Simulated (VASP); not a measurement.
# Se (I4_1/amd) in VASP: notebook

Se is run at these levels: PBE; tasks: relaxation of cell and atoms.

All numbers are computed with VASP 6.6.1; they aren't measurements. Logs are shortened: lines on timing, memory, paths and dates and some standing lists are left out, and cuts for length are marked.

**1. The cell of the first run**

It takes space group I4_1/amd (No. 141, tetragonal). The conventional cell has a = 5.306 Å, b = 5.306 Å, c = 2.918 Å, α = 90.00°, β = 90.00°, γ = 90.00°. Within 3.6 Å of Se (site symmetry -4m2) lie 10 Se at 2.75 to 3.44 Å.

**2. Relaxation of cell and atoms, PBE, target pressure 1.6 GPa, at which the enthalpy is minimised**

INCAR reads:

```
SYSTEM = Se
PREC     = Accurate       ! precision mode
ENCUT    = 600            ! plane-wave cutoff, eV
EDIFF    = 1E-6           ! SCF threshold, eV
ISMEAR   = -1             ! smearing method
SIGMA    = 0.1            ! smearing width, eV
LREAL    = .FALSE.        ! projectors in reciprocal space
LASPH    = .TRUE.         ! aspherical terms in the spheres
NELM     = 80             ! most SCF steps
ALGO     = Normal         ! electronic algorithm
ISIF     = 3              ! what is computed and relaxed
LWAVE    = .FALSE.        ! write WAVECAR
LCHARG   = .FALSE.        ! write CHGCAR
GGA      = PE             ! functional
IBRION   = 2              ! ionic algorithm
NSW      = 60             ! ionic steps
EDIFFG   = -0.005         ! ionic threshold
PSTRESS  = 16.0
```

KPOINTS reads:

```
regular mesh
0
G
  15 15 15
  0 0 0
```

POSCAR reads:

```
Se
1.0
   -2.6530788320      2.6530788320      1.4591933576
    2.6530788320     -2.6530788320      1.4591933576
    2.6530788320      2.6530788320     -1.4591933576
Se
2
Direct
   -0.3750000000     -0.1250000000     -0.2500000000
    0.3750000000      0.1250000000      0.2500000000
```

Potentials or basis: VASP PAW PBE potentials, release 64 (Se).

On the command line:

```console
$ cat potpaw_PBE.64/Se/POTCAR > POTCAR
$ mpirun -np 1 vasp_std > vasp.out
```

OUTCAR:

```text
SYSTEM = Se
   PREC = Accurate
   ENCUT = 600
   EDIFF = 1E-6
   ISMEAR = -1
   LREAL = .FALSE.
   LASPH = .TRUE.
   NELM = 80
   ISIF = 3
   GGA = PE
   IBRION = 2
   NSW = 60
   EDIFFG = -0.005
   PSTRESS = 16.0

 ion  position               nearest neighbor table
   1  0.625  0.875  0.750-   2 2.75   2 2.75   2 2.75   2 2.75
   2  0.375  0.125  0.250-   1 2.75   1 2.75   1 2.75   1 2.75

  LATTYP: Found a body centered tetragonal cell.
 ALAT       =     5.3061576640
 C/A-ratio  =     0.5500000000

  Lattice vectors:

 A1 = (  -2.6530788320,   2.6530788320,   1.4591933576)
 A2 = (   2.6530788320,  -2.6530788320,   1.4591933576)
 A3 = (   2.6530788320,   2.6530788320,  -1.4591933576)

Analysis of symmetry for initial positions (statically):
=====================================================================
 Subroutine PRICEL returns:
 Original cell was already a primitive cell.

 Routine SETGRP: Setting up the symmetry group for a
 body centered tetragonal supercell.

 Subroutine GETGRP returns: Found 16 space group operations
 (whereof  4 operations were pure point group operations)
 out of a pool of 16 trial point group operations.

The static configuration has the point symmetry C_2h.
 The point group associated with its full space group is D_4h.

Analysis of symmetry for dynamics (positions and initial velocities):
=====================================================================
 Subroutine PRICEL returns:
 Original cell was already a primitive cell.

 Routine SETGRP: Setting up the symmetry group for a
 body centered tetragonal supercell.

 Subroutine GETGRP returns: Found 16 space group operations
 (whereof  4 operations were pure point group operations)
 out of a pool of 16 trial point group operations.

The dynamic configuration has the point symmetry C_2h.
 The point group associated with its full space group is D_4h.

 Subroutine INISYM returns: Found 16 space group operations
 (whereof  4 operations are pure point group operations),
 and found     1 'primitive' translations

----------------------------------------------------------------------------------------

                                     Primitive cell

  volume of cell :      41.0840

  direct lattice vectors                    reciprocal lattice vectors
    -2.653078832  2.653078832  1.459193358     0.000000000  0.188460288  0.342655069
     2.653078832 -2.653078832  1.459193358     0.188460288  0.000000000  0.342655069
     2.653078832  2.653078832 -1.459193358     0.188460288  0.188460288  0.000000000

  length of vectors
     4.025779407  4.025779407  4.025779407     0.391062369  0.391062369  0.266523095

  position of ions in fractional coordinates (direct lattice)
     0.625000000  0.875000000  0.750000000
     0.375000000  0.125000000  0.250000000

  ion indices of the primitive-cell ions
   primitive index   ion index
                 1           1
                 2           2

----------------------------------------------------------------------------------------

 KPOINTS: regular mesh

Automatic generation of k-mesh.
 Grid dimensions read from file:
 generate k-points for:   15   15   15

 Generating k-lattice:

  Cartesian coordinates                     Fractional coordinates (reciprocal lattice)
     0.000000000  0.012564019  0.022843671     0.066666667 -0.000000000  0.000000000
     0.012564019  0.000000000  0.022843671    -0.000000000  0.066666667  0.000000000
     0.012564019  0.012564019  0.000000000     0.000000000  0.000000000  0.066666667

  Length of vectors
     0.026070825  0.026070825  0.017768206

  Shift w.r.t. Gamma in fractional coordinates (k-lattice)
     0.000000000  0.000000000  0.000000000

 Subroutine IBZKPT returns following result:
 ===========================================

 Found    288 irreducible k-points:

 Following reciprocal coordinates:
            Coordinates               Weight
  0.000000  0.000000  0.000000      1.000000
  0.066667  0.000000  0.000000      8.000000
  0.133333  0.000000  0.000000      8.000000
  0.200000 -0.000000  0.000000      8.000000
  0.266667  0.000000  0.000000      8.000000
  0.333333  0.000000  0.000000      8.000000
[... 16 lines left out ...]
  0.133333  0.133333  0.000000      8.000000
  0.200000  0.133333  0.000000     16.000000
 [... further k-points ...]
   k-points           NKPTS =    288   k-points in BZ     NKDIM =    288   number of bands    NBANDS=     10
   number of dos      NEDOS =    301   number of ions     NIONS =      2
   total plane-waves  NPLWV =  32768
   dimension x,y,z NGX =    32 NGY =   32 NGZ =   32
   dimension x,y,z NGXF=    64 NGYF=   64 NGZF=   64
   ions per type =               2
   NGX,Y,Z   is equivalent  to a cutoff of  13.21, 13.21, 13.21 a.u.
   NGXF,Y,Z  is equivalent  to a cutoff of  26.43, 26.43, 26.43 a.u.
 SYSTEM =  Se
   PREC   = accura    normal or accurate (medium, high low for compatibility)
   ISTART =      0    job   : 0-new  1-cont  2-samecut
   ICHARG =      2    charge: 1-file 2-atom 10-const
   ISPIN  =      1    spin polarized calculation?
   LNONCOLLINEAR =      F non collinear calculations
   LSORBIT =      F    spin-orbit coupling
   LASPH  =      T    aspherical Exc in radial PAW
   ENCUT  =  600.0 eV  44.10 Ry    6.64 a.u.   8.04  8.04  8.04*2*pi/ulx,y,z
   NELM   =     80;   NELMIN=  2; NELMDL= -5     # of ELM steps
   EDIFF  = 0.1E-05   stopping-criterion for ELM
   LREAL  =      F    real-space projection
   EDIFFG = -.5E-02   stopping-criterion for IOM
   NSW    =     60    number of steps for IOM
   IBRION =      2    ionic relax: 0-MD 1-quasi-New 2-CG
   NFREE  =      1    steps in history (QN), initial steepest desc. (CG)
   ISIF   =      3    stress and relaxation
   ISYM   =      2    0-nonsym 1-usesym 2-fastsym
   POTIM  = 0.5000    time-step for ionic-motion
   TEBEG  =    0.0;   TEEND  =   0.0 temperature during run
   PSTRESS=   16.0 pullay stress
   NELECT =      12.0000    total number of electrons
   NUPDOWN=      -1.0000    fix difference up-down
   EMIN   =  10.00;   EMAX   =-10.00  energy-range for DOS
   EFERMI =   0.00;   METHOD = LEGACY
   ISMEAR =    -1;   SIGMA  =   0.10  broadening in eV -4-tet -1-fermi 0-gaus
   EFERMI_NEDOS =   21; number of points for ismear=-14 and -15
   IALGO  =     38    algorithm
   IMIX   =      4    mixing-type and parameters
     AMIX     =   0.40;   BMIX     =  1.00
     AMIX_MAG =   1.60;   BMIX_MAG =  1.00
  volume/ion in A,a.u.               =      20.54       138.62
  Fermi-wavevector in a.u.,A,eV,Ry     =   1.086203  2.052625 16.052647  1.179836
  Thomas-Fermi vector in A             =   2.222334
   LORBIT       =      0    0 simple, 1 ext, 2 COOP (PROOUT), +10 PAW based schemes
   GGA     = PE    functional components
   LHFCALC =     F    Hartree Fock is set to
   AEXX    =    0.0000 exact exchange contribution
   IVDW    =     0    specifies the selected vdW correction
   LEPSILON=     F    determine dielectric tensor
   LRPA    =     F    only Hartree local field effects (RPA)
 conjugate gradient relaxation of ions
 non-spin polarized calculation
  energy-cutoff  :      600.00
  volume of cell :       41.08
 maximum number of plane-waves:      1398
   NGX = 17   NGY = 17   NGZ = 17

--------------------------------------- Ionic step        1  -------------------------------------------

 number of electron      11.9999999 magnetization

 Free energy of the ion-electron system (eV)
  ---------------------------------------------------
  ext. energy  EPLUGINS =         0.00000000
  ---------------------------------------------------
  free energy    TOTEN  =        -6.09172832 eV

  energy without entropy =       -6.04936473  energy(sigma->0) =       -6.07054653

 E-fermi :   5.9653     XC(G=0): -10.4273

 val. band max:        5.9577392516   @ k =   0.3333   0.0000   0.0000
 cond. band min:       5.9687634997   @ k =  -0.2667   0.4667   0.0667
 fundamental gap:      0.0110242481
 Fermi energy:         5.9653049787

 k-point     1 :       0.0000    0.0000    0.0000
  band No.  band energies     occupation
      1     -10.8673      2.00000
      2      -5.4694      2.00000
      3       0.6398      2.00000
      4       0.6398      2.00000
      5       7.6607      0.00000
      6       7.7536      0.00000
      7       7.7536      0.00000
      8       7.7540      0.00000
      9       8.5714      0.00000
     10      14.6562      0.00000
[... 287 lines left out ...]
 k-point    24 :       0.2000    0.1333    0.0000
  band No.  band energies     occupation
      1      -9.1843      2.00000
      2      -5.2746      2.00000
      3       1.0735      2.00000
      4       1.7283      2.00000
      5       2.2615      2.00000
      6       2.7963      2.00000
      7       6.6806      0.00156
      8       6.7753      0.00061
      9      11.0827      0.00000
     10      12.3246      0.00000

 [... further k-points ...]
[... 5 lines left out ...]
  --------------------------------------------------------------------------------------
  -------------------------------------------------------------------------------------
  Total        2.3330000      2.3330000      1.4088645      0.0000000      0.0000000      0.0000000
  in kB       90.9813092     90.9813092     54.9422785      0.0000000      0.0000000      0.0000000
  external PRESSURE =      62.9682989 kB  Pullay stress =      16.0000000 kB
[... 25 lines left out ...]
--------------------------------------- Ionic step        2  -------------------------------------------

 number of electron      12.0000001 magnetization

 E-fermi :   4.5370     XC(G=0):  -9.9049

 val. band max:        4.5335510506   @ k =   0.2000   0.2000   0.2000
 cond. band min:       4.5425460835   @ k =  -0.0667   0.1333   0.0667
 fundamental gap:      0.0089950329
 Fermi energy:         4.5370407229

 k-point     1 :       0.0000    0.0000    0.0000
  band No.  band energies     occupation
      1     -11.2398      2.00000
      2      -7.0193      2.00000
      3      -0.1103      2.00000
      4      -0.1103      2.00000
      5       5.9691      0.00000
      6       5.9691      0.00000
      7       6.1982      0.00000
      8       6.2600      0.00000
      9       7.7917      0.00000
     10      12.6805      0.00000
[... 287 lines left out ...]
 k-point    24 :       0.2000    0.1333    0.0000
  band No.  band energies     occupation
      1      -9.7623      2.00000
      2      -6.7186      2.00000
      3       0.2972      2.00000
      4       0.8453      2.00000
      5       1.3204      2.00000
      6       1.7558      2.00000
      7       5.1971      0.00272
      8       5.3654      0.00050
      9      10.0197      0.00000
     10      11.0493      0.00000

 [... further k-points ...]
[... 5 lines left out ...]
  --------------------------------------------------------------------------------------
  -------------------------------------------------------------------------------------
  Total       -0.0640185     -0.0640185     -1.0398733      0.0000000      0.0000000     -0.0000000
  in kB       -2.2265286     -2.2265286    -36.1662376      0.0000000      0.0000000     -0.0000000
  external PRESSURE =     -29.5397649 kB  Pullay stress =      16.0000000 kB
[... 59 lines left out ...]
  energy  without entropy=       -6.1452278597  energy(sigma->0) =       -6.16756925

  enthalpy is  TOTEN    =        -5.7466339684 eV   P V=        0.4432766808

[... ionic steps 4 to 8 ...]

--------------------------------------- Ionic step        9  -------------------------------------------

 number of electron      11.9999997 magnetization

------------------------ aborting loop because EDIFF is reached ----------------------------------------
[... 71 lines left out ...]
--------------------------------------- Ionic step       11  -------------------------------------------

 number of electron      11.9999997 magnetization

 Free energy of the ion-electron system (eV)
  ---------------------------------------------------
  ext. energy  EPLUGINS =         0.00000000
  ---------------------------------------------------
  free energy    TOTEN  =        -6.24310531 eV

  energy without entropy =       -6.20174265  energy(sigma->0) =       -6.22242398

 E-fermi :   4.9172     XC(G=0): -10.0674

 val. band max:        4.9127888234   @ k =  -0.1333   0.3333   0.0667
 cond. band min:       4.9180262660   @ k =   0.1333   0.1333   0.1333
 fundamental gap:      0.0052374426
 Fermi energy:         4.9172031595

 k-point     1 :       0.0000    0.0000    0.0000
  band No.  band energies     occupation
      1     -11.1963      2.00000
      2      -7.4277      2.00000
      3      -0.0890      2.00000
      4      -0.0890      2.00000
      5       5.8173      0.00025
      6       5.8173      0.00025
      7       7.8204      0.00000
      8       8.3121      0.00000
      9       8.3600      0.00000
     10      12.3739      0.00000
[... 287 lines left out ...]
 k-point    24 :       0.2000    0.1333    0.0000
  band No.  band energies     occupation
      1      -9.2366      2.00000
      2      -6.3629      2.00000
      3       0.8023      2.00000
      4       1.2166      2.00000
      5       1.5646      2.00000
      6       2.0285      2.00000
      7       5.5111      0.00525
      8       5.8014      0.00029
      9      10.4150      0.00000
     10      11.3457      0.00000

 [... further k-points ...]
[... 5 lines left out ...]
  --------------------------------------------------------------------------------------
  -------------------------------------------------------------------------------------
  Total        0.4431208      0.4431208      0.4470341      0.0000000     -0.0000000     -0.0000000
  in kB       16.0425717     16.0425717     16.1842459      0.0000000     -0.0000000     -0.0000000
  external PRESSURE =       0.0897964 kB  Pullay stress =      16.0000000 kB
[... 21 lines left out ...]
  energy  without entropy=       -6.2017426508  energy(sigma->0) =       -6.22242398

  enthalpy is  TOTEN    =        -5.8011603975 eV   P V=        0.4419449105

 reached required accuracy - stopping structural energy minimisation
```

It took 13 min on 1 thread of Intel Xeon 8259CL, shared host; peak memory 0.3 GiB.

What came out:

```yaml
Free_energy: -6.2431 eV
Relaxed_volume: 22.13 Å³/atom
Relaxed_cell: a = 4.246 Å, b = 4.246 Å, c = 4.246 Å, α = 95.97°, β = 95.97°, γ = 142.36°
Space_group_after_relaxing_to_0.1_Å: I4_1/amd (No. 141)
Energy_change_on_relaxing_the_run_minimises_the_enthalpy: -75.7 meV/atom
Ionic_steps: 11
Pressure_after_relaxing: 1.6 GPa
Band_gap_on_the_k_mesh: zero (bands 6 and 7 overlap by 3.63 eV)
```

Step by step:
| step | energy change (eV) | largest force (eV/Å) | pressure (GPa) | volume (Å³) |
| --- | --- | --- | --- | --- |
| 1 | 0.0000 | 0.0000 | 7.90 | 41.08 |
| 2 | -0.1013 | 0.0000 | -1.35 | 46.07 |
| 3 | -0.0982 | 0.0000 | 1.18 | 44.39 |
| 4 | -0.1159 | 0.0000 | 0.98 | 44.40 |
| 5 | -0.1410 | 0.0000 | 0.92 | 44.39 |
| 6 | -0.1443 | 0.0000 | 2.28 | 44.21 |
| 7 | -0.1515 | 0.0000 | 1.31 | 44.33 |
| 8 | -0.1519 | 0.0000 | 1.48 | 44.31 |
| 9 | -0.1519 | 0.0000 | 1.52 | 44.30 |
| 10 | -0.1507 | 0.0000 | 1.70 | 44.19 |
| 11 | -0.1514 | 0.0000 | 1.61 | 44.25 |

Final structure:
```
CELL_PARAMETERS angstrom
-2.84199 2.84199 1.36979
2.84199 -2.84199 1.36979
2.84199 2.84199 -1.36979
ATOMIC_POSITIONS crystal
Se 0.62500 0.87500 0.75000
Se 0.37500 0.12500 0.25000
```

Levels at points of the mesh, in eV from the Fermi level:
```
           k point  band 3  band 4  band 5  band 6  band 7  band 8  band 9  band 10
(0.00, 0.00, 0.00)   -5.01   -5.01    0.90    0.90    2.90    3.39    3.44     7.46
```

Caveat: the cell is relaxed towards a set pressure, so the run minimises the enthalpy, not the energy.

**3. Relaxation of cell and atoms, PBE, target pressure 1.6 GPa, at which the enthalpy is minimised**

This run uses another cell than the first one, of 22.12 Å³/atom.

INCAR reads:

```
PREC = Accurate
ENCUT = 600
EDIFF = 1E-6
ISMEAR = -1
SIGMA = 0.1
LREAL = False
LASPH = True
NELM = 80
ALGO = Normal
ISIF = 3
LWAVE = False
LCHARG = False
GGA = PE
IBRION = 2
NSW = 32
EDIFFG = -0.005
PSTRESS = 16.0
```

KPOINTS reads:

```
Automatic mesh
0
Gamma
  15 15 15
```

POSCAR reads:

```
Se
1.0
   -2.8409581177      2.8409581177      1.3702518528
    2.8409581177     -2.8409581177      1.3702518528
    2.8409581177      2.8409581177     -1.3702518528
Se
2
Direct
   -0.3750000000     -0.1250000000     -0.2500000000
    0.3750000000      0.1250000000      0.2500000000
```

Potentials or basis: VASP PAW PBE potentials, release 64 (Se).

On the command line:

```console
$ cat potpaw_PBE.64/Se/POTCAR > POTCAR
$ mpirun -np 1 vasp_std > vasp.out
```

It took 76 s on 1 thread of Intel Xeon Platinum 8488C (Sapphire Rapids), shared host; peak memory 0.3 GiB.

Results (log left out):

```yaml
Free_energy: -6.2430 eV
Pressure_after_relaxing: 1.6 GPa
Band_gap_on_the_k_mesh: zero (bands 6 and 7 overlap by 3.64 eV)
```

Final structure:
```
Se
1.0
    -2.84096    2.84096    1.37025
     2.84096   -2.84096    1.37025
     2.84096    2.84096   -1.37025
Se
2
Direct
  0.62500 0.87500 0.75000
  0.37500 0.12500 0.25000
```

Levels at points of the mesh, in eV from the Fermi level:
| k point | band 3 | band 4 | band 5 | band 6 | band 7 | band 8 | band 9 | band 10 |
| --- | --- | --- | --- | --- | --- | --- | --- | --- |
| (0.00, 0.00, 0.00) | -5.01 | -5.01 | 0.91 | 0.91 | 2.90 | 3.39 | 3.43 | 7.47 |

Caveat: the cell is relaxed towards a set pressure, so the run minimises the enthalpy, not the energy.
